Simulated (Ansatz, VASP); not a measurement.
# One calculation of Hg, two programs

File INCAR:

```
PREC = Accurate
ENCUT = 520
EDIFF = 1E-6
ISMEAR = -1
SIGMA = 0.2585199978643553
LREAL = F
LASPH = T
NELM = 60
ALGO = Normal
ISIF = 2
LWAVE = F
LCHARG = T
GGA = PS
LELF = T
LVHAR = T
NBANDS = 12
```

File KPOINTS:

```
regular mesh
0
Gamma
  8 8 8
```

POSCAR

```
Hg
1.0
    0.0000000000      2.3919113801      2.3919113801
    2.3919113801      0.0000000000      2.3919113801
    2.3919113801      2.3919113801      0.0000000000
Hg
1
Direct
    0.0000000000      0.0000000000      0.0000000000
```

Input for Ansatz:

```yaml
crystal:
  lattice:
    - [0.0, 2.3919113801, 2.3919113801]
    - [2.3919113801, 0.0, 2.3919113801]
    - [2.3919113801, 2.3919113801, 0.0]
  atoms:
    - { symbol: Hg, position: [0.0, 0.0, 0.0] }
basis:
  ecutwfc: 420
kpoints:
  mp_grid: { grid: [8, 8, 8] }
hamiltonian:
  xc: pbesol
scf:
  occupations: { method: fermi_dirac, width: "3000 K" }
  n_extra_bands: 2
output:
  forces: true
  stress: true
  eigenvalues: true
```

Alike in both runs: task single point; functional PBEsol; k mesh 8 × 8 × 8; no spin polarisation.

|  | VASP | Ansatz |
| --- | --- | --- |
| version | VASP 6.6.1 | Ansatz 0.2.0 |
| potentials or method | VASP PAW PBE potentials, release 64 (Hg), cutoff 520 eV | scalar-relativistic, plane waves, PAW |
| occupations | fermi-dirac, width 0.25852 eV | fermi-dirac |
| valence electrons in the cell | 12 | 20 |

Ansatz gave:

```
gap on the k mesh at the Fermi level (eV) : none
pressure (GPa)                            : -3.0
```

Q: Estimate VASP's values.

A: gap on the k mesh at the Fermi level (eV): none; pressure (GPa): -2.8.

VASP's potentials were made for PBE, not for PBEsol. A gap of «none» marks a metal or a gap that the smearing closes. VASP's potentials hold 12 valence electrons a cell and Ansatz's 20, so a difference there can come from the potentials and not from the codes.

Spin-orbit coupling is off throughout.
